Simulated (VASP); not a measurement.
Here is a VASP 6.6.1 calculation.

File POSCAR:

```
Si
1.0
   -2.3713723045      2.3713723045      1.3292653899
    2.3713723045     -2.3713723045      1.3292653899
    2.3713723045      2.3713723045     -1.3292653899
Si
2
Direct
    0.5000000000      0.5000000000      0.0000000000
    0.2500000000      0.7500000000      0.5000000000
```

INCAR.step1

```
  PREC = Accurate
  ENCUT = 520
  EDIFF = 1E-5
  ISMEAR = -1
  SIGMA = 0.05
  LREAL = False
  LASPH = True
  NELM = 80
  ALGO = Normal
  ISIF = 2
  LWAVE = True
  GGA = PE
  NBANDS = 11
```

File INCAR.step2:

```
  PREC = Accurate
  ENCUT = 520
  EDIFF = 1E-6
  ISMEAR = -1
  SIGMA = 0.05
  LREAL = False
  LASPH = True
  NELM = 80
  ALGO = Normal
  ISIF = 2
  LWAVE = False
  LCHARG = True
  GGA = PE
  LHFCALC = True
  HFSCREEN = 0.2079
  PRECFOCK = Normal
  LELF = True
  LVHAR = True
  ISTART = 1
  NBANDS = 11
```

The input KPOINTS:

```
regular mesh
0
Gamma
  8 8 8
```

Potentials or basis: VASP PAW PBE potentials, release 64 (Si).

Launch:

```bash
$ cat potpaw_PBE.64/Si/POTCAR > POTCAR
$ cp INCAR.step1 INCAR
$ mpirun -np 1 vasp_std > vasp.out
$ cp INCAR.step2 INCAR
$ mpirun -np 1 vasp_std > vasp.out
```

**Question.** Estimate the pressure.

**Answer.** 1.2 GPa.

**Question.** What does it give for the band gap on the k mesh?

**Answer.** Zero (bands 4 and 5 overlap by 6.08 eV).

Stress tensor (GPa, compression positive):
```
0.31 0.00 0.00
0.00 0.31 0.00
0.00 0.00 2.90
```

Caveat: the PAW data sets were made with another functional, which shifts forces and pressure a little.
